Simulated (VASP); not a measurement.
Write the native input for VASP 6.6.1 that does the following.

| Item | Value |
| --- | --- |
| Task | single point |
| Functional | r2SCAN |
| Potentials or basis | VASP PAW PBE potentials, release 64 (Ba_sv) |
| Cutoff | 520 eV |
| k mesh | 4 × 4 × 4 |
| Occupations | fermi-dirac, width 0.05 eV |
| Spin | no spin polarisation |
| Dipole correction | no |
| Further INCAR settings | ALGO = Normal; EDIFF = 1e-06; NBANDS = 11 |

Ba:

```
Ba
1.0
    -2.50650    2.50650    2.50650
     2.50650   -2.50650    2.50650
     2.50650    2.50650   -2.50650
Ba
1
Direct
  0.00000 0.00000 0.00000
```

One way to write it, as run:

POSCAR

```
Ba
1.0
   -2.5065000000      2.5065000000      2.5065000000
    2.5065000000     -2.5065000000      2.5065000000
    2.5065000000      2.5065000000     -2.5065000000
Ba
1
Direct
    0.0000000000      0.0000000000      0.0000000000
```

INCAR.step1

```
SYSTEM = Ba
PREC = Accurate
ENCUT = 520
ISMEAR = -1
SIGMA = 0.05
LREAL = .False.
LASPH = .True.
NELM = 100
NBANDS = 11
GGA = PE
ALGO = Normal
EDIFF = 1E-4
LWAVE = .True.
LCHARG = .False.
```

INCAR.step2

```
SYSTEM = Ba
PREC = Accurate
ENCUT = 520
EDIFF = 1E-6
ISMEAR = -1
SIGMA = 0.05
LREAL = .False.
LASPH = .True.
NELM = 100
ALGO = Normal
ISIF = 2
LWAVE = .False.
LCHARG = .False.
METAGGA = R2SCAN
LMIXTAU = .True.
NBANDS = 11
ISTART = 1
```

KPOINTS

```
Automatic mesh
0
Gamma
  4 4 4
  0 0 0
```

Potentials or basis: VASP PAW PBE potentials, release 64 (Ba_sv).

Command:

```sh
$ cat potpaw_PBE.64/Ba_sv/POTCAR > POTCAR
$ cp INCAR.step1 INCAR
$ mpirun -np 1 vasp_std > vasp.out
$ cp INCAR.step2 INCAR
$ mpirun -np 1 vasp_std > vasp.out
```

Results of the run:

The pressure is 0.7 GPa and the band gap on the k mesh is zero (band 5 reaches 2.29 eV, above the bottom of band 6 at 1.11 eV).

Caveat: the k points lie up to 0.44 Å⁻¹ apart; the PAW data sets were made with another functional, which shifts forces and pressure a little; spin-orbit coupling is left out, which moves the levels of the heavy elements.

Run time: 13 s on 1 thread of Intel(R) Xeon(R) Platinum 8488C (Sapphire Rapids), on a shared host, peak memory 0.18 GiB.
